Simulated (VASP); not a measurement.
# TiO2 (Anatase) (I4_1/amd) in VASP: further runs

Runs on TiO2 (Anatase). Level: r2SCAN. Tasks: single point.

Program: VASP 6.6.1. These are calculated values, not measurements. Logs are shortened: lines on timing, memory, paths and dates and some standing lists are left out, and cuts for length are marked.

## (1) The cell of the first run

It takes space group I4_1/amd (No. 141, tetragonal). The conventional cell has a = 3.778 Å, b = 3.778 Å, c = 9.589 Å, α = 90.00°, β = 90.00°, γ = 90.00°. Ti (site symmetry -4m2) has 6 O at 1.93 to 1.99 Å within 2.6 Å. O (site symmetry 2mm) has 3 Ti at 1.93 to 1.99 Å and 2 O at 2.46 Å within 2.6 Å.

## (2) Single point, r2SCAN

Input file POSCAR:

```
TiO2
1.0
   -1.8890794434      1.8890794434      4.7942755162
    1.8890794434     -1.8890794434      4.7942755162
    1.8890794434      1.8890794434     -4.7942755162
Ti O
2 4
Direct
    0.0000000000      0.0000000000      0.0000000000
    0.7500000000      0.2500000000      0.5000000000
    0.2072093117      0.2072093117      0.0000000000
    0.9572093117      0.4572093117      0.5000000000
    0.5427906883      0.0427906883      0.5000000000
    0.7927906883      0.7927906883      0.0000000000
```

Input file INCAR.step1:

```
  PREC = Accurate
  ENCUT = 520
  ISMEAR = -1
  SIGMA = 0.02
  LREAL = False
  LASPH = True
  NELM = 60
  NBANDS = 33
  GGA = PE
  ALGO = Normal
  EDIFF = 1E-4
  LWAVE = True
  LCHARG = False
```

Input file INCAR.step2:

```
  PREC = Accurate
  ENCUT = 520
  EDIFF = 1E-7
  ISMEAR = -1
  SIGMA = 0.02
  LREAL = False
  LASPH = True
  NELM = 60
  ALGO = Normal
  ISIF = 2
  LWAVE = False
  LCHARG = True
  METAGGA = R2SCAN
  LMIXTAU = True
  LELF = True
  LVHAR = True
  NBANDS = 33
  ISTART = 1
```

Input file KPOINTS:

```
regular mesh
0
Gamma
  8 8 8
```

Potentials or basis: VASP PAW PBE potentials, release 64 (Ti_sv, O).

Command:

```bash
$ cat potpaw_PBE.64/Ti_sv/POTCAR potpaw_PBE.64/O/POTCAR > POTCAR
$ cp INCAR.step1 INCAR
$ mpirun -np 1 vasp_std > vasp.out
$ cp INCAR.step2 INCAR
$ mpirun -np 1 vasp_std > vasp.out
```

OUTCAR:

```text
PREC = Accurate
   ENCUT = 520
   EDIFF = 1E-7
   ISMEAR = -1
   LREAL = False
   LASPH = True
   NELM = 60
   ISIF = 2
   METAGGA = R2SCAN
   ISTART = 1

 ion  position               nearest neighbor table
   1  0.000  0.000  0.000-   5 1.93   4 1.93   5 1.93   4 1.93   3 1.99   6 1.99
   2  0.750  0.250  0.500-   6 1.93   3 1.93   6 1.93   3 1.93   4 1.99   5 1.99
   3  0.207  0.207  0.000-   2 1.93   2 1.93   1 1.99
   4  0.957  0.457  0.500-   1 1.93   1 1.93   2 1.99
   5  0.543  0.043  0.500-   1 1.93   1 1.93   2 1.99
   6  0.793  0.793  0.000-   2 1.93   2 1.93   1 1.99

  LATTYP: Found a body centered tetragonal cell.
 ALAT       =     3.7781588868
 C/A-ratio  =     2.5378898346

  Lattice vectors:

 A1 = (  -1.8890794434,   1.8890794434,   4.7942755162)
 A2 = (   1.8890794434,  -1.8890794434,   4.7942755162)
 A3 = (   1.8890794434,   1.8890794434,  -4.7942755162)

Analysis of symmetry for initial positions (statically):
=====================================================================
 Subroutine PRICEL returns:
 Original cell was already a primitive cell.

 Routine SETGRP: Setting up the symmetry group for a
 body centered tetragonal supercell.

 Subroutine GETGRP returns: Found 16 space group operations
 (whereof  8 operations were pure point group operations)
 out of a pool of 16 trial point group operations.

The static configuration has the point symmetry D_2d.
 The point group associated with its full space group is D_4h.

Analysis of symmetry for dynamics (positions and initial velocities):
=====================================================================
 Subroutine PRICEL returns:
 Original cell was already a primitive cell.

 Routine SETGRP: Setting up the symmetry group for a
 body centered tetragonal supercell.

 Subroutine GETGRP returns: Found 16 space group operations
 (whereof  8 operations were pure point group operations)
 out of a pool of 16 trial point group operations.

The dynamic configuration has the point symmetry D_2d.
 The point group associated with its full space group is D_4h.

 Subroutine INISYM returns: Found 16 space group operations
 (whereof  8 operations are pure point group operations),
 and found     1 'primitive' translations

----------------------------------------------------------------------------------------

                                     Primitive cell

  volume of cell :      68.4358

  direct lattice vectors                    reciprocal lattice vectors
    -1.889079443  1.889079443  4.794275516     0.000000000  0.264679181  0.104291044
     1.889079443 -1.889079443  4.794275516     0.264679181  0.000000000  0.104291044
     1.889079443  1.889079443 -4.794275516     0.264679181  0.264679181  0.000000000

  length of vectors
     5.488380454  5.488380454  5.488380454     0.284484957  0.284484957  0.374312888

  position of ions in fractional coordinates (direct lattice)
     0.000000000  0.000000000  0.000000000
     0.750000000  0.250000000  0.500000000
     0.207209312  0.207209312  0.000000000
     0.957209312  0.457209312  0.500000000
     0.542790688  0.042790688  0.500000000
     0.792790688  0.792790688  0.000000000

  ion indices of the primitive-cell ions
   primitive index   ion index
                 1           1
                 2           2
                 3           3
                 4           4
                 5           5
                 6           6

----------------------------------------------------------------------------------------

 KPOINTS: regular mesh

Automatic generation of k-mesh.
 Grid dimensions read from file:
 generate k-points for:    8    8    8

 Generating k-lattice:

  Cartesian coordinates                     Fractional coordinates (reciprocal lattice)
     0.000000000  0.033084898  0.013036381     0.125000000  0.000000000 -0.000000000
     0.033084898  0.000000000  0.013036381     0.000000000  0.125000000 -0.000000000
     0.033084898  0.033084898  0.000000000     0.000000000  0.000000000  0.125000000

  Length of vectors
     0.035560620  0.035560620  0.046789111

  Shift w.r.t. Gamma in fractional coordinates (k-lattice)
     0.000000000  0.000000000  0.000000000

 Subroutine IBZKPT returns following result:
 ===========================================

 Found     59 irreducible k-points:

 Following reciprocal coordinates:
            Coordinates               Weight
  0.000000  0.000000  0.000000      1.000000
  0.125000  0.000000 -0.000000      8.000000
  0.250000  0.000000 -0.000000      8.000000
  0.375000  0.000000  0.000000      8.000000
  0.500000  0.000000 -0.000000      4.000000
  0.125000  0.125000 -0.000000      8.000000
[... 16 lines left out ...]
  0.250000  0.125000  0.125000     16.000000
  0.375000  0.125000  0.125000      8.000000
 [... further k-points ...]
   k-points           NKPTS =     59   k-points in BZ     NKDIM =     59   number of bands    NBANDS=     33
[... 35 lines left out ...]
   IMIX   =      4    mixing-type and parameters
     AMIX     =   0.40;   BMIX     =  1.00
     AMIX_MAG =   1.60;   BMIX_MAG =  1.00
  volume/ion in A,a.u.               =      11.41        76.97
  Fermi-wavevector in a.u.,A,eV,Ry     =   1.454546  2.748693 28.785898  2.115704
  Thomas-Fermi vector in A             =   2.571684
   LORBIT       =      0    0 simple, 1 ext, 2 COOP (PROOUT), +10 PAW based schemes
   METAGGA = R2SCAN    functional components
   LHFCALC =     F    Hartree Fock is set to
   AEXX    =    0.0000 exact exchange contribution
   IVDW    =     0    specifies the selected vdW correction
   LEPSILON=     F    determine dielectric tensor
   LRPA    =     F    only Hartree local field effects (RPA)
 non-spin polarized calculation
  energy-cutoff  :      520.00
  volume of cell :       68.44
 maximum number of plane-waves:      1858
 NGX is ok and might be reduce to    42
   NGX = 21   NGY = 21   NGZ = 21

 number of electron      47.9999994 magnetization

 Free energy of the ion-electron system (eV)
  ---------------------------------------------------
  ext. energy  EPLUGINS =         0.00000000
  ---------------------------------------------------
  free energy    TOTEN  =       -69.85845765 eV

  energy without entropy =      -69.85845765  energy(sigma->0) =      -69.85845765

 E-fermi :   3.5319     XC(G=0): -11.4412

 val. band max:        2.9709729049   @ k =  -0.3750   0.3750   0.0000
 cond. band min:       5.5624405962   @ k =   0.0000   0.0000   0.0000
 fundamental gap:      2.5914676913
 Fermi energy:         3.5319446645

 k-point     1 :       0.0000    0.0000    0.0000
  band No.  band energies     occupation
      1     -55.5766      2.00000
      2     -55.5179      2.00000
      3     -30.9929      2.00000
      4     -30.7453      2.00000
      5     -30.7453      2.00000
      6     -30.6765      2.00000
[... 25 lines left out ...]
     32       8.6045      0.00000
     33       8.6801      0.00000

 k-point     2 :       0.1250    0.0000   -0.0000
  band No.  band energies     occupation
      1     -55.5746      2.00000
      2     -55.5192      2.00000
      3     -30.9889      2.00000
      4     -30.7670      2.00000
      5     -30.7466      2.00000
      6     -30.6856      2.00000
[... 25 lines left out ...]
     32       8.8257      0.00000
     33       9.1162      0.00000

 k-point     3 :       0.2500    0.0000   -0.0000
  band No.  band energies     occupation
      1     -55.5693      2.00000
      2     -55.5228      2.00000
      3     -30.9797      2.00000
      4     -30.8167      2.00000
      5     -30.7495      2.00000
      6     -30.7043      2.00000
[... 25 lines left out ...]
     32       9.2160      0.00000
     33       9.6146      0.00000

 k-point     4 :       0.3750    0.0000    0.0000
  band No.  band energies     occupation
      1     -55.5628      2.00000
      2     -55.5276      2.00000
      3     -30.9705      2.00000
      4     -30.8660      2.00000
      5     -30.7521      2.00000
      6     -30.7165      2.00000
[... 673 lines left out ...]
     32      10.0094      0.00000
     33      10.3911      0.00000

 k-point    23 :       0.2500    0.1250    0.1250
  band No.  band energies     occupation
      1     -55.5575      2.00000
      2     -55.5304      2.00000
      3     -30.9710      2.00000
      4     -30.8870      2.00000
      5     -30.7935      2.00000
      6     -30.7517      2.00000
[... 25 lines left out ...]
     32      10.0569      0.00000
     33      10.5572      0.00000

 k-point    24 :       0.3750    0.1250    0.1250
  band No.  band energies     occupation
      1     -55.5539      2.00000
      2     -55.5332      2.00000
      3     -30.9660      2.00000
      4     -30.9073      2.00000
      5     -30.7954      2.00000
      6     -30.7587      2.00000
[... 25 lines left out ...]
     32      10.0284      0.00000
     33      10.6433      0.00000

 [... further k-points ...]
[... 5 lines left out ...]
  --------------------------------------------------------------------------------------
  -------------------------------------------------------------------------------------
  Total        0.4987235      0.4987235      0.4121229      0.0000000     -0.0000000      0.0000000
  in kB       11.6758091     11.6758091      9.6483691      0.0000000     -0.0000000      0.0000000
  external PRESSURE =      10.9999958 kB  Pullay stress =       0.0000000 kB

 VOLUME and BASIS-vectors are now :
 -----------------------------------------------------------------------------
  energy-cutoff  :      520.00
  volume of cell :       68.44
      direct lattice vectors                 reciprocal lattice vectors
    -1.889079443  1.889079443  4.794275516     0.000000000  0.264679181  0.104291044
     1.889079443 -1.889079443  4.794275516     0.264679181  0.000000000  0.104291044
     1.889079443  1.889079443 -4.794275516     0.264679181  0.264679181  0.000000000

 POSITION                                       TOTAL-FORCE (eV/Angst)
 -----------------------------------------------------------------------------------
      0.00000      0.00000      0.00000        -0.000000     -0.000000      0.000000
      0.00000      1.88908      2.39714        -0.000000     -0.000000      0.000000
      0.00000      0.00000      1.98684         0.000000     -0.000000      0.027892
      0.00000      1.88908      4.38397        -0.000000      0.000000      0.027892
     -0.00000      1.88908      0.41030        -0.000000      0.000000     -0.027892
      0.00000      0.00000      7.60171         0.000000     -0.000000     -0.027892
 -----------------------------------------------------------------------------------
    total drift:                                0.000000      0.000000     -0.000000

  FREE ENERGIE OF THE ION-ELECTRON SYSTEM (eV)
  ---------------------------------------------------
  free  energy   TOTEN  =       -69.8584576517 eV

  energy  without entropy=      -69.8584576517  energy(sigma->0) =      -69.85845765
```

Wall time 14 min (1 thread of Intel Xeon Platinum 8488C (Sapphire Rapids), shared host); peak memory 0.33 GiB.

Results:

| Property | Result |
| --- | --- |
| Free energy | -69.8585 eV |
| Pressure | 1.1 GPa |
| Largest force | 0.028 eV/Å |
| Band gap on the k mesh | 2.59 eV, indirect (least direct gap 2.89 eV) |

Forces on the atoms (eV/Å):
```
Ti   0.000  0.000  0.000
Ti   0.000  0.000  0.000
O    0.000  0.000  0.028
O    0.000  0.000  0.028
O    0.000  0.000 -0.028
O    0.000  0.000 -0.028
```

Levels at points of the mesh, in eV from the valence-band top:
| k point | band 20 | band 21 | band 22 | band 23 | band 24 | band 25 | band 26 | band 27 | band 28 | band 29 |
| --- | --- | --- | --- | --- | --- | --- | --- | --- | --- | --- |
| (0.00, 0.00, 0.00) | -0.80 | -0.76 | -0.76 | -0.43 | -0.43 | 2.59 | 3.31 | 4.50 | 4.50 | 4.51 |
| (0.50, 0.00, 0.00) | -1.97 | -1.92 | -0.92 | -0.84 | -0.65 | 3.71 | 3.99 | 4.04 | 4.09 | 4.76 |
| (0.50, 0.50, 0.00) | -2.68 | -2.04 | -2.04 | -0.01 | -0.01 | 3.77 | 3.77 | 4.24 | 4.24 | 5.37 |
| (0.50, 0.50, 0.50) | -1.37 | -1.26 | -1.26 | -0.09 | -0.09 | 2.94 | 2.94 | 4.26 | 4.26 | 4.76 |

Caveat: the PAW data sets were made with another functional, which shifts forces and pressure a little. r2SCAN opens gaps a little over a GGA but as a rule still falls short of measured ones.

## (3) Single point, r2SCAN

This run uses another cell than the first one, of 10.72 Å³/atom, 0.940 times its volume.

Input file POSCAR:

```
TiO2
1.0
   -1.8505159800      1.8505159800      4.6964057000
    1.8505159800     -1.8505159800      4.6964057000
    1.8505159800      1.8505159800     -4.6964057000
Ti O
2 4
Direct
    0.0000000000      0.0000000000      0.0000000000
    0.7500000000      0.2500000000      0.5000000000
    0.2094102447      0.2094102447      0.0000000000
    0.9594102447      0.4594102447      0.5000000000
    0.5405897553      0.0405897553      0.5000000000
    0.7905897553      0.7905897553      0.0000000000
```

Input file INCAR.step1:

```
ALGO = Normal ; EDIFF = 1E-4
ENCUT = 520 ; GGA = PE
ISMEAR = -1 ; LASPH = True
LCHARG = False ; LREAL = False
LWAVE = True ; NBANDS = 33
NELM = 60 ; PREC = Accurate
SIGMA = 0.02
```

Input file INCAR.step2:

```
ALGO = Normal ; EDIFF = 1E-6
ENCUT = 520 ; ISIF = 2
ISMEAR = -1 ; ISTART = 1
LASPH = True ; LCHARG = True
LELF = True ; LMIXTAU = True
LREAL = False ; LVHAR = True
LWAVE = False ; METAGGA = R2SCAN
NBANDS = 33 ; NELM = 60
PREC = Accurate ; SIGMA = 0.02
```

Input file KPOINTS:

```
k-points
0
Gamma
  10 10 10
```

Potentials or basis: VASP PAW PBE potentials, release 64 (Ti_sv, O).

Command:

```bash
$ cat potpaw_PBE.64/Ti_sv/POTCAR potpaw_PBE.64/O/POTCAR > POTCAR
$ cp INCAR.step1 INCAR
$ mpirun -np 1 vasp_std > vasp.out
$ cp INCAR.step2 INCAR
$ mpirun -np 1 vasp_std > vasp.out
```

It took 17 min on 1 thread of Intel Xeon Platinum 8488C (Sapphire Rapids), shared host; peak memory 0.36 GiB.

It converged, with:

```
Free energy            : -69.6439 eV
Pressure               : 16.0 GPa
Largest force          : 0.037 eV/Å
Band gap on the k mesh : 2.65 eV, indirect (least direct gap 3.04 eV)
```

Forces on the atoms (eV/Å):
```
Ti   0.000  0.000  0.000
Ti   0.000  0.000  0.000
O    0.000  0.000  0.037
O    0.000  0.000  0.037
O    0.000  0.000 -0.037
O    0.000  0.000 -0.037
```

Stress tensor (GPa, compression positive):
```
17.58  0.00  0.00
 0.00 17.58  0.00
 0.00  0.00 12.96
```

Levels at points of the mesh, in eV from the valence-band top:
| k point | band 21 | band 22 | band 23 | band 24 | band 25 | band 26 | band 27 | band 28 |
| --- | --- | --- | --- | --- | --- | --- | --- | --- |
| (0.00, 0.00, 0.00) | -0.80 | -0.80 | -0.57 | -0.57 | 2.65 | 3.46 | 4.68 | 4.68 |
| (0.50, 0.00, 0.00) | -2.12 | -1.11 | -0.87 | -0.73 | 3.92 | 4.23 | 4.23 | 4.37 |
| (0.50, 0.50, 0.00) | -2.30 | -2.30 | -0.02 | -0.02 | 4.03 | 4.03 | 4.53 | 4.53 |
| (0.50, 0.50, 0.50) | -1.37 | -1.37 | -0.15 | -0.15 | 3.04 | 3.04 | 4.50 | 4.50 |

Caveat: the PAW data sets were made with another functional, which shifts forces and pressure a little.

## (4) Single point, r2SCAN

This run uses another cell than the first one, of 10.95 Å³/atom, 0.960 times its volume.

Input file POSCAR:

```
TiO2
1.0
   -1.8635482100      1.8635482100      4.7294800700
    1.8635482100     -1.8635482100      4.7294800700
    1.8635482100      1.8635482100     -4.7294800700
Ti O
2 4
Direct
    0.0000000000      0.0000000000      0.0000000000
    0.7500000000      0.2500000000      0.5000000000
    0.2086886294      0.2086886294      0.0000000000
    0.9586886294      0.4586886294      0.5000000000
    0.5413113706      0.0413113706      0.5000000000
    0.7913113706      0.7913113706      0.0000000000
```

Input file INCAR.step1:

```
SYSTEM = TiO2
PREC     = Accurate       ! precision mode
ENCUT    = 520            ! plane-wave cutoff, eV
ISMEAR   = -1             ! smearing method
SIGMA    = 0.02           ! smearing width, eV
LREAL    = .FALSE.        ! projectors in reciprocal space
LASPH    = .TRUE.         ! aspherical terms in the spheres
NELM     = 60             ! most SCF steps
NBANDS   = 33             ! bands
GGA      = PE             ! functional
ALGO     = Normal         ! electronic algorithm
EDIFF    = 1E-4           ! SCF threshold, eV
LWAVE    = .TRUE.         ! write WAVECAR
LCHARG   = .FALSE.        ! write CHGCAR
```

Input file INCAR.step2:

```
SYSTEM = TiO2
PREC     = Accurate       ! precision mode
ENCUT    = 520            ! plane-wave cutoff, eV
EDIFF    = 1E-6           ! SCF threshold, eV
ISMEAR   = -1             ! smearing method
SIGMA    = 0.02           ! smearing width, eV
LREAL    = .FALSE.        ! projectors in reciprocal space
LASPH    = .TRUE.         ! aspherical terms in the spheres
NELM     = 60             ! most SCF steps
ALGO     = Normal         ! electronic algorithm
ISIF     = 2              ! what is computed and relaxed
LWAVE    = .FALSE.        ! write WAVECAR
LCHARG   = .TRUE.         ! write CHGCAR
METAGGA  = R2SCAN         ! meta-GGA
LMIXTAU  = .TRUE.       
LELF     = .TRUE.         ! ELF
LVHAR    = .TRUE.       
NBANDS   = 33             ! bands
ISTART   = 1
```

Input file KPOINTS:

```
regular mesh
0
G
  10 10 10
  0 0 0
```

Command:

```bash
$ cat potpaw_PBE.64/Ti_sv/POTCAR potpaw_PBE.64/O/POTCAR > POTCAR
$ cp INCAR.step1 INCAR
$ mpirun -np 1 vasp_std > vasp.out
$ cp INCAR.step2 INCAR
$ mpirun -np 1 vasp_std > vasp.out
```

Run time: 15 min. Hardware: 1 thread of Intel Xeon Platinum 8488C (Sapphire Rapids), shared host; peak memory 0.37 GiB.

The run converged. Its results:

- Free energy: -69.7586 eV
- Pressure: 10.5 GPa
- Largest force: 0.031 eV/Å
- Band gap on the k mesh: 2.62 eV, indirect (least direct gap 3.00 eV)

Forces in eV/Å, atoms in the order of the input:
```
Ti   0.000  0.000  0.000
Ti   0.000  0.000  0.000
O    0.000  0.000  0.031
O    0.000  0.000  0.031
O    0.000  0.000 -0.031
O    0.000  0.000 -0.031
```

Stress tensor (GPa, compression positive):
```
11.48  0.00  0.00
 0.00 11.48  0.00
 0.00  0.00  8.62
```

Levels at points of the mesh, in eV from the valence-band top:
```
           k point  band 22  band 23  band 24  band 25  band 26  band 27
(0.00, 0.00, 0.00)    -0.80    -0.53    -0.53     2.62     3.40     4.60
(0.50, 0.00, 0.00)    -1.06    -0.87    -0.71     3.84     4.13     4.15
(0.50, 0.50, 0.00)    -2.22    -0.03    -0.03     3.93     3.93     4.42
(0.50, 0.50, 0.50)    -1.35    -0.14    -0.14     3.00     3.00     4.40
```

Caveat: the PAW data sets were made with another functional, which shifts forces and pressure a little.

## (5) Summary

```tsv
cell	k mesh	gap on the mesh (eV)	pressure (GPa)	largest force (eV/Å)
a = 5.488 Å, angles 139.7, 139.7, 58.3°, 6 atoms	8 × 8 × 8	2.59	1.1	0.03
a = 5.376 Å, angles 139.7, 139.7, 58.3°, 6 atoms	10 × 10 × 10	2.65	16.0	0.04
a = 5.414 Å, angles 139.7, 139.7, 58.3°, 6 atoms	10 × 10 × 10	2.62	10.5	0.03
```

Alike in all rows: task single point; level r2SCAN; potentials or basis VASP PAW PBE potentials, release 64 (Ti_sv, O); no spin polarisation; cutoff (eV) 520; smearing fermi-dirac 0.02 eV.

Caveats: the PAW data sets were made with another functional, which shifts forces and pressure a little.

Total energies depend on the potentials used, so only differences within one code and one set of settings carry meaning.
